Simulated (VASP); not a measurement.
# Ag in VASP: notebook

The runs below take Ag through single point, with PBEsol.

All numbers are computed with VASP 6.6.1; they aren't measurements. Logs are shortened: lines on timing, memory, paths and dates and some standing lists are left out, and cuts for length are marked.

## Step 1: The cell of the first run

The cell holds a wire with vacuum, 9 atoms: a = 13.100 Å, b = 12.200 Å, c = 6.697 Å, α = 90.00°, β = 90.00°, γ = 90.00°.

## Step 2: Single point, PBEsol

The input, INCAR:

```
PREC = Accurate ; ENCUT = 520
EDIFF = 1E-6 ; ISMEAR = 0
SIGMA = 0.05 ; LREAL = False
LASPH = True ; NELM = 60
ALGO = Normal ; ISIF = 2
LWAVE = False ; LCHARG = False
GGA = PS ; NBANDS = 60
```

The input, KPOINTS:

```
regular mesh
0
Gamma
  1 1 8
```

The input, POSCAR:

```
Ag
1.0
   13.1000000000      0.0000000000      0.0000000000
    0.0000000000     12.2000000000      0.0000000000
    0.0000000000      0.0000000000      6.6968512236
Ag
9
Direct
    0.4275586226      0.5000000000      0.7038912609
    0.3527843631      0.5000000000      0.0809107885
    0.6308171223      0.5000000000      0.2691175818
    0.5298082734      0.3808143398     -0.0119396533
    0.4514673899      0.6178477593      0.3642824436
    0.6105261469      0.6136076413      0.6206973941
    0.5298082734      0.6191856602     -0.0119396533
    0.4514673899      0.3821522407      0.3642824436
    0.6105261469      0.3863923587      0.6206973941
```

Potentials or basis: VASP PAW PBE potentials, release 64 (Ag).

Command:

```sh
$ cat potpaw_PBE.64/Ag/POTCAR > POTCAR
$ mpirun -np 1 vasp_std > vasp.out
```

OUTCAR:

```text
PREC = Accurate
   ENCUT = 520
   EDIFF = 1E-6
   ISMEAR = 0
   LREAL = False
   LASPH = True
   NELM = 60
   ISIF = 2
   GGA = PS

 ion  position               nearest neighbor table
   1  0.428  0.500  0.704-   2 2.71   5 2.71   8 2.71   7 2.74   4 2.74   6 2.82   9 2.82
   2  0.353  0.500  0.081-   1 2.71   5 2.71   8 2.71   7 2.81   4 2.81
   3  0.631  0.500  0.269-   4 2.72   7 2.72   6 2.75   9 2.75   8 2.83   5 2.83
   4  0.530  0.381  0.988-   9 2.68   8 2.72   3 2.72   1 2.74   2 2.81   7 2.91
   5  0.451  0.618  0.364-   6 2.70   1 2.71   2 2.71   7 2.72   3 2.83   8 2.88
   6  0.611  0.614  0.621-   7 2.68   5 2.70   3 2.75   9 2.77   1 2.82
   7  0.530  0.619  0.988-   6 2.68   5 2.72   3 2.72   1 2.74   2 2.81   4 2.91
   8  0.451  0.382  0.364-   9 2.70   1 2.71   2 2.71   4 2.72   3 2.83   5 2.88
   9  0.611  0.386  0.621-   4 2.68   8 2.70   3 2.75   6 2.77   1 2.82

  LATTYP: Found a simple orthorhombic cell.
 ALAT       =     6.6968512236
 B/A-ratio  =     1.8217516849
 C/A-ratio  =     1.9561432026

  Lattice vectors:

 A1 = (   0.0000000000,   0.0000000000,  -6.6968512236)
 A2 = (   0.0000000000,  12.2000000000,   0.0000000000)
 A3 = (  13.1000000000,   0.0000000000,   0.0000000000)

Analysis of symmetry for initial positions (statically):
=====================================================================
 Subroutine PRICEL returns:
 Original cell was already a primitive cell.

 Routine SETGRP: Setting up the symmetry group for a
 simple orthorhombic supercell.

 Subroutine GETGRP returns: Found  2 space group operations
 (whereof  2 operations were pure point group operations)
 out of a pool of  8 trial point group operations.

The static configuration has the point symmetry C_1h.

Analysis of symmetry for dynamics (positions and initial velocities):
=====================================================================
 Subroutine PRICEL returns:
 Original cell was already a primitive cell.

 Routine SETGRP: Setting up the symmetry group for a
 simple orthorhombic supercell.

 Subroutine GETGRP returns: Found  2 space group operations
 (whereof  2 operations were pure point group operations)
 out of a pool of  8 trial point group operations.

The dynamic configuration has the point symmetry C_1h.

 Subroutine INISYM returns: Found  2 space group operations
 (whereof  2 operations are pure point group operations),
 and found     1 'primitive' translations

----------------------------------------------------------------------------------------

                                     Primitive cell

  volume of cell :    1070.2908

  direct lattice vectors                    reciprocal lattice vectors
    13.100000000  0.000000000  0.000000000     0.076335878  0.000000000  0.000000000
     0.000000000 12.200000000  0.000000000     0.000000000  0.081967213  0.000000000
     0.000000000  0.000000000  6.696851224     0.000000000  0.000000000  0.149323909

  length of vectors
    13.100000000 12.200000000  6.696851224     0.076335878  0.081967213  0.149323909

  position of ions in fractional coordinates (direct lattice)
     0.427558623  0.500000000  0.703891261
     0.352784363  0.500000000  0.080910788
     0.630817122  0.500000000  0.269117582
     0.529808273  0.380814340  0.988060347
     0.451467390  0.617847759  0.364282444
     0.610526147  0.613607641  0.620697394
     0.529808273  0.619185660  0.988060347
     0.451467390  0.382152241  0.364282444
     0.610526147  0.386392359  0.620697394

  ion indices of the primitive-cell ions
   primitive index   ion index
                 1           1
                 2           2
                 3           3
                 4           4
                 5           5
                 6           6
                 7           7
                 8           8
                 9           9

----------------------------------------------------------------------------------------

 KPOINTS: regular mesh

Automatic generation of k-mesh.
 Grid dimensions read from file:
 generate k-points for:    1    1    8

 Generating k-lattice:

  Cartesian coordinates                     Fractional coordinates (reciprocal lattice)
     0.076335878  0.000000000  0.000000000     1.000000000  0.000000000  0.000000000
     0.000000000  0.081967213  0.000000000     0.000000000  1.000000000  0.000000000
     0.000000000  0.000000000  0.018665489     0.000000000  0.000000000  0.125000000

  Length of vectors
     0.076335878  0.081967213  0.018665489

  Shift w.r.t. Gamma in fractional coordinates (k-lattice)
     0.000000000  0.000000000  0.000000000

 Subroutine IBZKPT returns following result:
 ===========================================

 Found      5 irreducible k-points:

 Following reciprocal coordinates:
            Coordinates               Weight
  0.000000  0.000000  0.000000      1.000000
  0.000000  0.000000  0.125000      2.000000
  0.000000  0.000000  0.250000      2.000000
  0.000000  0.000000  0.375000      2.000000
  0.000000  0.000000  0.500000      1.000000
   k-points           NKPTS =      5   k-points in BZ     NKDIM =      5   number of bands    NBANDS=     60
   number of dos      NEDOS =    301   number of ions     NIONS =      9
   total plane-waves  NPLWV = 470400
   dimension x,y,z NGX =    98 NGY =   96 NGZ =   50
   dimension x,y,z NGXF=   196 NGYF=  192 NGZF=  100
   ions per type =               9
   NGX,Y,Z   is equivalent  to a cutoff of  12.44, 13.08, 12.41 a.u.
   NGXF,Y,Z  is equivalent  to a cutoff of  24.87, 26.16, 24.82 a.u.
 SYSTEM =  unknown system
   PREC   = accura    normal or accurate (medium, high low for compatibility)
   ISTART =      0    job   : 0-new  1-cont  2-samecut
   ICHARG =      2    charge: 1-file 2-atom 10-const
   ISPIN  =      1    spin polarized calculation?
   LNONCOLLINEAR =      F non collinear calculations
   LSORBIT =      F    spin-orbit coupling
   LASPH  =      T    aspherical Exc in radial PAW
   ENCUT  =  520.0 eV  38.22 Ry    6.18 a.u.  24.36 22.68 12.45*2*pi/ulx,y,z
   NELM   =     60;   NELMIN=  2; NELMDL= -5     # of ELM steps
   EDIFF  = 0.1E-05   stopping-criterion for ELM
   LREAL  =      F    real-space projection
   EDIFFG = 0.1E-04   stopping-criterion for IOM
   NSW    =      0    number of steps for IOM
   IBRION =     -1    ionic relax: 0-MD 1-quasi-New 2-CG
   NFREE  =      0    steps in history (QN), initial steepest desc. (CG)
   ISIF   =      2    stress and relaxation
   ISYM   =      2    0-nonsym 1-usesym 2-fastsym
   POTIM  = 0.5000    time-step for ionic-motion
   TEBEG  =    0.0;   TEEND  =   0.0 temperature during run
   PSTRESS=    0.0 pullay stress
   NELECT =      99.0000    total number of electrons
   NUPDOWN=      -1.0000    fix difference up-down
   EMIN   =  10.00;   EMAX   =-10.00  energy-range for DOS
   EFERMI =   0.00;   METHOD = LEGACY
   ISMEAR =     0;   SIGMA  =   0.05  broadening in eV -4-tet -1-fermi 0-gaus
   EFERMI_NEDOS =   21; number of points for ismear=-14 and -15
   IALGO  =     38    algorithm
   IMIX   =      4    mixing-type and parameters
     AMIX     =   0.40;   BMIX     =  1.00
     AMIX_MAG =   1.60;   BMIX_MAG =  1.00
  volume/ion in A,a.u.               =     118.92       802.52
  Fermi-wavevector in a.u.,A,eV,Ry     =   0.740377  1.399109  7.458134  0.548157
  Thomas-Fermi vector in A             =   1.834764
   LORBIT       =      0    0 simple, 1 ext, 2 COOP (PROOUT), +10 PAW based schemes
   GGA     = PS    functional components
   LHFCALC =     F    Hartree Fock is set to
   AEXX    =    0.0000 exact exchange contribution
   IVDW    =     0    specifies the selected vdW correction
   LEPSILON=     F    determine dielectric tensor
   LRPA    =     F    only Hartree local field effects (RPA)
 non-spin polarized calculation
 Gauss-broadening in eV      SIGMA  =   0.05
  energy-cutoff  :      520.00
  volume of cell :     1070.29
 maximum number of plane-waves:     28893
 NGX is ok and might be reduce to    98
   NGX = 49   NGY = 45   NGZ = 25

 number of electron      98.9999996 magnetization

 Free energy of the ion-electron system (eV)
  ---------------------------------------------------
  ext. energy  EPLUGINS =         0.00000000
  ---------------------------------------------------
  free energy    TOTEN  =       -20.91041486 eV

  energy without entropy =      -20.90189790  energy(sigma->0) =      -20.90615638

 E-fermi :  -2.5500     XC(G=0):  -2.8850

 val. band max:       -2.8301757555   @ k =   0.0000   0.0000   0.5000
 cond. band min:      -2.5464841737   @ k =   0.0000   0.0000   0.3750
 fundamental gap:      0.2836915818
 Fermi energy:        -2.5499642028

 k-point     1 :       0.0000    0.0000    0.0000
  band No.  band energies     occupation
      1      -8.4254      2.00000
      2      -8.2190      2.00000
      3      -8.0339      2.00000
      4      -7.9243      2.00000
      5      -7.9111      2.00000
      6      -7.6721      2.00000
[... 52 lines left out ...]
     59       1.5625      0.00000
     60       1.5945      0.00000

 k-point     2 :       0.0000    0.0000    0.1250
  band No.  band energies     occupation
      1      -8.4039      2.00000
      2      -8.2157      2.00000
      3      -8.0356      2.00000
      4      -7.9222      2.00000
      5      -7.9039      2.00000
      6      -7.6912      2.00000
[... 52 lines left out ...]
     59       1.4701      0.00000
     60       1.5654      0.00000

 k-point     3 :       0.0000    0.0000    0.2500
  band No.  band energies     occupation
      1      -8.3548      2.00000
      2      -8.2078      2.00000
      3      -8.0397      2.00000
      4      -7.9239      2.00000
      5      -7.8893      2.00000
      6      -7.7383      2.00000
[... 52 lines left out ...]
     59       1.7706      0.00000
     60       1.8437      0.00000

 k-point     4 :       0.0000    0.0000    0.3750
  band No.  band energies     occupation
      1      -8.3120      2.00000
      2      -8.2008      2.00000
      3      -8.0443      2.00000
      4      -7.9352      2.00000
      5      -7.8764      2.00000
      6      -7.7899      2.00000
[... 52 lines left out ...]
     59       2.1024      0.00000
     60       2.2630      0.00000

 k-point     5 :       0.0000    0.0000    0.5000
  band No.  band energies     occupation
      1      -8.2966      2.00000
      2      -8.1984      2.00000
      3      -8.0469      2.00000
      4      -7.9420      2.00000
      5      -7.8698      2.00000
      6      -7.8084      2.00000
[... 52 lines left out ...]
     59       2.2106      0.00000
     60       2.4224      0.00000

------------------------ aborting loop because EDIFF is reached ----------------------------------------

  FORCE on cell =-STRESS in cart. coord.  units (eV):
  Direction    XX          YY          ZZ          XY          YZ          ZX
  --------------------------------------------------------------------------------------
  -------------------------------------------------------------------------------------
  Total       -0.1890194     -0.0708399     -0.1848606      0.0000000      0.0000000     -0.0135662
  in kB       -0.2829536     -0.1060441     -0.2767281      0.0000000      0.0000000     -0.0203081
  external PRESSURE =      -0.2219086 kB  Pullay stress =       0.0000000 kB

 VOLUME and BASIS-vectors are now :
 -----------------------------------------------------------------------------
  energy-cutoff  :      520.00
  volume of cell :     1070.29
      direct lattice vectors                 reciprocal lattice vectors
    13.100000000  0.000000000  0.000000000     0.076335878  0.000000000  0.000000000
     0.000000000 12.200000000  0.000000000     0.000000000  0.081967213  0.000000000
     0.000000000  0.000000000  6.696851224     0.000000000  0.000000000  0.149323909

 POSITION                                       TOTAL-FORCE (eV/Angst)
 -----------------------------------------------------------------------------------
      5.60102      6.10000      4.71386         0.009348      0.000000     -0.005337
      4.62148      6.10000      0.54185         0.016865      0.000000      0.003231
      8.26370      6.10000      1.80224        -0.019070      0.000000      0.002192
      6.94049      4.64593      6.61689        -0.005063      0.004333      0.001077
      5.91422      7.53774      2.43955         0.010390     -0.007229      0.003527
      7.99789      7.48601      4.15672        -0.008899      0.001943     -0.004646
      6.94049      7.55407      6.61689        -0.005063     -0.004333      0.001077
      5.91422      4.66226      2.43955         0.010390      0.007229      0.003527
      7.99789      4.71399      4.15672        -0.008899     -0.001943     -0.004646
 -----------------------------------------------------------------------------------
    total drift:                               -0.001584     -0.000000      0.000134

  FREE ENERGIE OF THE ION-ELECTRON SYSTEM (eV)
  ---------------------------------------------------
  free  energy   TOTEN  =       -20.9104148635 eV

  energy  without entropy=      -20.9018979041  energy(sigma->0) =      -20.90615638
```

It took 12 min on 1 thread of Intel Xeon 6975P-C, shared host; peak memory 1 GiB.

What came out:

- Free energy: -20.9104 eV
- Largest force: 0.019 eV/Å

Forces on the atoms (eV/Å):
```
Ag   0.009  0.000 -0.005
Ag   0.017  0.000  0.003
Ag  -0.019  0.000  0.002
Ag  -0.005  0.004  0.001
Ag   0.010 -0.007  0.004
Ag  -0.009  0.002 -0.005
Ag  -0.005 -0.004  0.001
Ag   0.010  0.007  0.004
Ag  -0.009 -0.002 -0.005
```

Caveat: the PAW data sets were made with another functional, which shifts forces and pressure a little.

## Step 3: Single point, PBEsol

This run uses another cell than the first one, of 124.70 Å³/atom, 1.049 times its volume.

The input, INCAR:

```
ALGO = Normal
EDIFF = 1E-7
ENCUT = 520
GGA = PS
ISIF = 2
ISMEAR = 0
LASPH = T
LCHARG = F
LREAL = F
LWAVE = F
NBANDS = 60
NELM = 60
PREC = Accurate
SIGMA = 0.05
```

The input, KPOINTS:

```
k-points
0
Gamma
  1 1 8
```

The input, POSCAR:

```
Ag
1.0
   13.1000000000      0.0000000000      0.0000000000
    0.0000000000     12.2000000000      0.0000000000
    0.0000000000      0.0000000000      7.0224462601
Ag
9
Direct
    0.4684120905      0.5000000000      0.6666666667
    0.3420604526      0.5000000000      0.0000000000
    0.5947637285      0.5000000000      0.3333333333
    0.5315879095      0.3825040295      0.0000000000
    0.4052362715      0.6174959705      0.3333333333
    0.6579395474      0.6174959705      0.6666666667
    0.5315879095      0.6174959705      0.0000000000
    0.4052362715      0.3825040295      0.3333333333
    0.6579395474      0.3825040295      0.6666666667
```

Potentials or basis: VASP PAW PBE potentials, release 64 (Ag).

Command:

```sh
$ cat potpaw_PBE.64/Ag/POTCAR > POTCAR
$ mpirun -np 1 vasp_std > vasp.out
```

Wall time 15 min (1 thread of Intel Xeon 6975P-C, shared host); peak memory 1 GiB.

It converged, with:

| Property | Result |
| --- | --- |
| Free energy | -19.8514 eV |
| Largest force | 0.885 eV/Å |

Forces in eV/Å, atoms in the order of the input:
```
Ag   0.198  0.000  0.018
Ag   0.778  0.000  0.102
Ag  -0.327  0.000  0.215
Ag  -0.076  0.432 -0.073
Ag   0.398 -0.614 -0.109
Ag  -0.647 -0.604  0.014
Ag  -0.076 -0.432 -0.073
Ag   0.398  0.614 -0.109
Ag  -0.647  0.604  0.014
```

Levels at points of the mesh, in eV from the Fermi level:
```csv
k point,band 47,band 48,band 49,band 50,band 51,band 52
"(0.00, 0.00, 0.00)",-1.62,-0.87,-0.44,0.01,0.88,0.93
"(0.00, 0.00, 0.50)",-2.57,-0.59,-0.34,-0.16,-0.14,2.02
```

Caveat: the PAW data sets were made with another functional, which shifts forces and pressure a little.
